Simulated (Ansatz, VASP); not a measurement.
**Rb in VASP and in Ansatz**

File INCAR:

```
ALGO     = Normal         # electronic algorithm
EDIFF    = 1E-7           # SCF threshold, eV
ENCUT    = 520            # plane-wave cutoff, eV
GGA      = PE             # functional
ISIF     = 2              # what is computed and relaxed
ISMEAR   = -1             # smearing method
LASPH    = True           # aspherical terms in the spheres
LCHARG   = True           # write CHGCAR
LELF     = True           # ELF
LREAL    = False          # projectors in reciprocal space
LVHAR    = True         
LWAVE    = False          # write WAVECAR
NBANDS   = 10             # bands
NELM     = 100            # most SCF steps
PREC     = Accurate       # precision mode
SIGMA    = 0.08           # smearing width, eV
```

Contents of KPOINTS:

```
k-points
0
Gamma
  10 10 10
```

POSCAR

```
Rb
1.0
    0.0000000000      2.9797303932      2.9797303932
    2.9797303932      0.0000000000      2.9797303932
    2.9797303932      2.9797303932      0.0000000000
Rb
1
Direct
    0.0000000000      0.0000000000      0.0000000000
```

Input for Ansatz:

```yaml
crystal:
  lattice:
    - [0.0, 2.9797303932, 2.9797303932]
    - [2.9797303932, 0.0, 2.9797303932]
    - [2.9797303932, 2.9797303932, 0.0]
  atoms:
    - { symbol: Rb, position: [0.0, 0.0, 0.0] }
kpoints:
  mp_grid: { grid: [10, 10, 10] }
scf:
  occupations: { method: fermi_dirac, width: 0.08 }
hamiltonian:
  xc: pbe
  pseudopotentials: { kind: paw }
output:
  forces: true
  stress: true
  eigenvalues: true
  populations: true
```

Change from the starting cell: volume scaled by 0.58, PAW files.

Alike in both runs: task single point; functional PBE; k mesh 10 × 10 × 10; occupations fermi-dirac, width 0.08 eV; no spin polarisation.

|  | VASP | Ansatz |
| --- | --- | --- |
| version | VASP 6.6.1 | Ansatz 0.2.0 |
| potentials or method | VASP PAW PBE potentials, release 64 (Rb_sv) | PAW with Ansatz's default frozen-core files, scalar-relativistic |
| plane-wave cutoff (eV) | 520 | 420 |
| valence electrons in the cell | 9 | 9 |

|  | VASP | Ansatz | Ansatz less VASP |
| --- | --- | --- | --- |
| pressure (GPa) | 4.1 | 4.1 | 0.00 |
